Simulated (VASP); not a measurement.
# GaCuSe2 in VASP: notebook

Runs on GaCuSe2. Level: PBE. Tasks: single point.

Everything below comes from runs of VASP 6.6.1. Logs are shortened: lines on timing, memory, paths and dates and some standing lists are left out, and cuts for length are marked.

### 1 The cell of the first run

It takes space group P4/mmm (No. 123, tetragonal). Conventional cell: a = 3.774 Å, b = 3.774 Å, c = 5.266 Å, α = 90.00°, β = 90.00°, γ = 90.00°. Ga (site symmetry 4/mmm) has 6 Se at 2.63 to 2.67 Å within 3.5 Å. Within 3.5 Å of Cu (site symmetry 4/mmm) lie 6 Se at 2.63 to 2.67 Å. Se (site symmetry 4/mmm) has 2 Cu at 2.63 Å and 4 Ga at 2.67 Å within 3.5 Å. Within 3.5 Å of Se (site symmetry 4/mmm) lie 2 Ga at 2.63 Å and 4 Cu at 2.67 Å.

### 2 Single point, PBE

File INCAR:

```
PREC = Accurate
ENCUT = 520
EDIFF = 1E-6
ISMEAR = -1
SIGMA = 0.05
LREAL = F
LASPH = T
NELM = 80
ALGO = Normal
ISIF = 2
LWAVE = F
LCHARG = F
GGA = PE
NBANDS = 26
```

File KPOINTS:

```
regular mesh
0
Gamma
  6 6 4
```

File POSCAR:

```
GaCuSe2
1.0
    3.7744160000      0.0000000000      0.0000000000
    0.0000000000      3.7744160000      0.0000000000
    0.0000000000      0.0000000000      5.2658910000
Ga Cu Se
1 1 2
Direct
    0.5000000000      0.5000000000      0.5000000000
    0.0000000000      0.0000000000      0.0000000000
    0.0000000000      0.0000000000      0.5000000000
    0.5000000000      0.5000000000      0.0000000000
```

Potentials or basis: VASP PAW PBE potentials, release 64 (Ga_d, Cu, Se).

On the command line:

```
> cat potpaw_PBE.64/Ga_d/POTCAR potpaw_PBE.64/Cu/POTCAR potpaw_PBE.64/Se/POTCAR > POTCAR
> mpirun -np 1 vasp_std > vasp.out
```

OUTCAR:

```text
PREC = Accurate
   ENCUT = 520
   EDIFF = 1E-6
   ISMEAR = -1
   LREAL = F
   LASPH = T
   NELM = 80
   ISIF = 2
   GGA = PE

 ion  position               nearest neighbor table
   1  0.500  0.500  0.500-   4 2.63   4 2.63   3 2.67   3 2.67   3 2.67   3 2.67
   2  0.000  0.000  0.000-   3 2.63   3 2.63   4 2.67   4 2.67   4 2.67   4 2.67
   3  0.000  0.000  0.500-   2 2.63   2 2.63   1 2.67   1 2.67   1 2.67   1 2.67
   4  0.500  0.500  0.000-   1 2.63   1 2.63   2 2.67   2 2.67   2 2.67   2 2.67

  LATTYP: Found a simple tetragonal cell.
 ALAT       =     3.7744160000
 C/A-ratio  =     1.3951538463

  Lattice vectors:

 A1 = (   3.7744160000,   0.0000000000,   0.0000000000)
 A2 = (   0.0000000000,   3.7744160000,   0.0000000000)
 A3 = (   0.0000000000,   0.0000000000,   5.2658910000)

Analysis of symmetry for initial positions (statically):
=====================================================================
 Subroutine PRICEL returns:
 Original cell was already a primitive cell.

 Routine SETGRP: Setting up the symmetry group for a
 simple tetragonal supercell.

 Subroutine GETGRP returns: Found 16 space group operations
 (whereof 16 operations were pure point group operations)
 out of a pool of 16 trial point group operations.

The static configuration has the point symmetry D_4h.

Analysis of symmetry for dynamics (positions and initial velocities):
=====================================================================
 Subroutine PRICEL returns:
 Original cell was already a primitive cell.

 Routine SETGRP: Setting up the symmetry group for a
 simple tetragonal supercell.

 Subroutine GETGRP returns: Found 16 space group operations
 (whereof 16 operations were pure point group operations)
 out of a pool of 16 trial point group operations.

The dynamic configuration has the point symmetry D_4h.

 Subroutine INISYM returns: Found 16 space group operations
 (whereof 16 operations are pure point group operations),
 and found     1 'primitive' translations

----------------------------------------------------------------------------------------

                                     Primitive cell

  volume of cell :      75.0190

  direct lattice vectors                    reciprocal lattice vectors
     3.774416000  0.000000000  0.000000000     0.264941649  0.000000000  0.000000000
     0.000000000  3.774416000  0.000000000     0.000000000  0.264941649  0.000000000
     0.000000000  0.000000000  5.265891000     0.000000000  0.000000000  0.189901386

  length of vectors
     3.774416000  3.774416000  5.265891000     0.264941649  0.264941649  0.189901386

  position of ions in fractional coordinates (direct lattice)
     0.500000000  0.500000000  0.500000000
     0.000000000  0.000000000  0.000000000
     0.000000000  0.000000000  0.500000000
     0.500000000  0.500000000  0.000000000

  ion indices of the primitive-cell ions
   primitive index   ion index
                 1           1
                 2           2
                 3           3
                 4           4

----------------------------------------------------------------------------------------

 KPOINTS: regular mesh

Automatic generation of k-mesh.
 Grid dimensions read from file:
 generate k-points for:    6    6    4

 Generating k-lattice:

  Cartesian coordinates                     Fractional coordinates (reciprocal lattice)
     0.044156942  0.000000000  0.000000000     0.166666667  0.000000000  0.000000000
     0.000000000  0.044156942  0.000000000     0.000000000  0.166666667  0.000000000
     0.000000000  0.000000000  0.047475347     0.000000000  0.000000000  0.250000000

  Length of vectors
     0.044156942  0.044156942  0.047475347

  Shift w.r.t. Gamma in fractional coordinates (k-lattice)
     0.000000000  0.000000000  0.000000000

 Subroutine IBZKPT returns following result:
 ===========================================

 Found     30 irreducible k-points:

 Following reciprocal coordinates:
            Coordinates               Weight
  0.000000  0.000000  0.000000      1.000000
  0.166667  0.000000  0.000000      4.000000
  0.333333  0.000000  0.000000      4.000000
  0.500000  0.000000  0.000000      2.000000
  0.166667  0.166667  0.000000      4.000000
  0.333333  0.166667  0.000000      8.000000
[... 16 lines left out ...]
  0.333333  0.000000  0.500000      4.000000
  0.500000  0.000000  0.500000      2.000000
 [... further k-points ...]
   k-points           NKPTS =     30   k-points in BZ     NKDIM =     30   number of bands    NBANDS=     26
   number of dos      NEDOS =    301   number of ions     NIONS =      4
   total plane-waves  NPLWV =  31360
   dimension x,y,z NGX =    28 NGY =   28 NGZ =   40
   dimension x,y,z NGXF=    56 NGYF=   56 NGZF=   80
   ions per type =               1   1   2
   NGX,Y,Z   is equivalent  to a cutoff of  12.33, 12.33, 12.63 a.u.
   NGXF,Y,Z  is equivalent  to a cutoff of  24.67, 24.67, 25.26 a.u.
 SYSTEM =  unknown system
[... 55 lines left out ...]

 E-fermi :   5.3366     XC(G=0): -10.6550

 val. band max:        5.2980653581   @ k =   0.3333   0.0000   0.5000
 cond. band min:       5.3927948509   @ k =   0.3333   0.0000   0.2500
 fundamental gap:      0.0947294929
 Fermi energy:         5.3366347910

 k-point     1 :       0.0000    0.0000    0.0000
  band No.  band energies     occupation
      1      -9.9576      2.00000
      2      -9.7707      2.00000
      3      -9.7661      2.00000
      4      -9.7190      2.00000
      5      -9.7190      2.00000
      6      -9.3946      2.00000
[... 18 lines left out ...]
     25      13.3067      0.00000
     26      13.7086      0.00000

 k-point     2 :       0.1667    0.0000    0.0000
  band No.  band energies     occupation
      1      -9.9321      2.00000
      2      -9.7757      2.00000
      3      -9.7643      2.00000
      4      -9.7233      2.00000
      5      -9.7186      2.00000
      6      -9.2075      2.00000
[... 18 lines left out ...]
     25      13.5382      0.00000
     26      14.3904      0.00000

 k-point     3 :       0.3333    0.0000    0.0000
  band No.  band energies     occupation
      1      -9.8929      2.00000
      2      -9.7947      2.00000
      3      -9.7516      2.00000
      4      -9.7316      2.00000
      5      -9.7178      2.00000
      6      -8.6783      2.00000
[... 18 lines left out ...]
     25      13.0448      0.00000
     26      13.8126      0.00000

 k-point     4 :       0.5000    0.0000    0.0000
  band No.  band energies     occupation
      1      -9.8767      2.00000
      2      -9.8042      2.00000
      3      -9.7452      2.00000
      4      -9.7358      2.00000
      5      -9.7174      2.00000
      6      -8.1323      2.00000
[... 18 lines left out ...]
     25      12.4626      0.00000
     26      12.6907      0.00000

 k-point     5 :       0.1667    0.1667    0.0000
  band No.  band energies     occupation
      1      -9.9182      2.00000
      2      -9.8052      2.00000
      3      -9.7574      2.00000
      4      -9.7233      2.00000
      5      -9.7219      2.00000
      6      -9.0004      2.00000
[... 18 lines left out ...]
     25      13.1811      0.00000
     26      13.3423      0.00000

 k-point     6 :       0.3333    0.1667    0.0000
  band No.  band energies     occupation
      1      -9.8927      2.00000
      2      -9.8486      2.00000
      3      -9.7437      2.00000
      4      -9.7306      2.00000
      5      -9.7214      2.00000
      6      -8.4637      2.00000
[... 427 lines left out ...]
 k-point    21 :       0.0000    0.0000    0.5000
  band No.  band energies     occupation
      1      -9.9331      2.00000
      2      -9.7706      2.00000
      3      -9.7661      2.00000
      4      -9.7207      2.00000
      5      -9.7207      2.00000
      6      -8.6697      2.00000
[... 18 lines left out ...]
     25      12.6542      0.00000
     26      12.6542      0.00000

 k-point    22 :       0.1667    0.0000    0.5000
  band No.  band energies     occupation
      1      -9.8924      2.00000
      2      -9.7757      2.00000
      3      -9.7640      2.00000
      4      -9.7256      2.00000
      5      -9.7203      2.00000
      6      -8.5499      2.00000
[... 18 lines left out ...]
     25      12.4517      0.00000
     26      12.8625      0.00000

 k-point    23 :       0.3333    0.0000    0.5000
  band No.  band energies     occupation
      1      -9.8259      2.00000
      2      -9.7947      2.00000
      3      -9.7480      2.00000
      4      -9.7349      2.00000
      5      -9.7195      2.00000
      6      -8.2417      2.00000
[... 18 lines left out ...]
     25      11.8002      0.00000
     26      13.3660      0.00000

 k-point    24 :       0.5000    0.0000    0.5000
  band No.  band energies     occupation
      1      -9.8042      2.00000
      2      -9.8010      2.00000
      3      -9.7393      2.00000
      4      -9.7373      2.00000
      5      -9.7191      2.00000
      6      -8.0400      2.00000
[... 18 lines left out ...]
     25      10.9339      0.00000
     26      12.9114      0.00000

 [... further k-points ...]
[... 5 lines left out ...]
  --------------------------------------------------------------------------------------
  -------------------------------------------------------------------------------------
  Total       -0.0242013     -0.0242013      0.5121544      0.0000000      0.0000000     -0.0000000
  in kB       -0.5168669     -0.5168669     10.9380555      0.0000000      0.0000000     -0.0000000
  external PRESSURE =       3.3014405 kB  Pullay stress =       0.0000000 kB

 VOLUME and BASIS-vectors are now :
 -----------------------------------------------------------------------------
  energy-cutoff  :      520.00
  volume of cell :       75.02
      direct lattice vectors                 reciprocal lattice vectors
     3.774416000  0.000000000  0.000000000     0.264941649  0.000000000  0.000000000
     0.000000000  3.774416000  0.000000000     0.000000000  0.264941649  0.000000000
     0.000000000  0.000000000  5.265891000     0.000000000  0.000000000  0.189901386

 POSITION                                       TOTAL-FORCE (eV/Angst)
 -----------------------------------------------------------------------------------
      1.88721      1.88721      2.63295         0.000000      0.000000      0.000000
      0.00000      0.00000      0.00000         0.000000      0.000000      0.000000
      0.00000      0.00000      2.63295         0.000000      0.000000      0.000000
      1.88721      1.88721      0.00000         0.000000      0.000000      0.000000
 -----------------------------------------------------------------------------------
    total drift:                                0.000000      0.000000      0.000000

  FREE ENERGIE OF THE ION-ELECTRON SYSTEM (eV)
  ---------------------------------------------------
  free  energy   TOTEN  =       -14.6217800090 eV

  energy  without entropy=      -14.6111065942  energy(sigma->0) =      -14.61644330
```

Wall time 32 s (1 thread of Intel Xeon Platinum 8488C (Sapphire Rapids), shared host); peak memory 0.21 GiB.

Results:

```yaml
Free_energy: -14.6218 eV
Pressure: 0.3 GPa
Band_gap_on_the_k_mesh: zero (band 18 reaches 5.98 eV, above the bottom of band 19 at 3.35 eV)
```

Stress tensor (GPa, compression positive):
```
-0.05  0.00  0.00
 0.00 -0.05  0.00
 0.00  0.00  1.09
```

Levels at points of the mesh, in eV from the Fermi level:
```tsv
k point	band 16	band 17	band 18	band 19	band 20	band 21
(0.00, 0.00, 0.00)	-2.17	-1.18	-0.99	-0.99	1.25	4.16
(0.50, 0.00, 0.00)	-1.91	-1.61	0.26	1.73	2.34	3.67
(0.50, 0.50, 0.00)	-2.50	-2.25	-2.13	-1.98	0.40	4.49
(0.00, 0.00, 0.50)	-1.78	-1.78	-1.45	0.51	2.31	4.59
(0.50, 0.00, 0.50)	-1.12	0.51	0.64	1.90	2.39	2.69
(0.50, 0.50, 0.50)	-2.13	-2.05	-1.84	1.19	3.82	4.14
```

(Continued in part 2 of 2.)
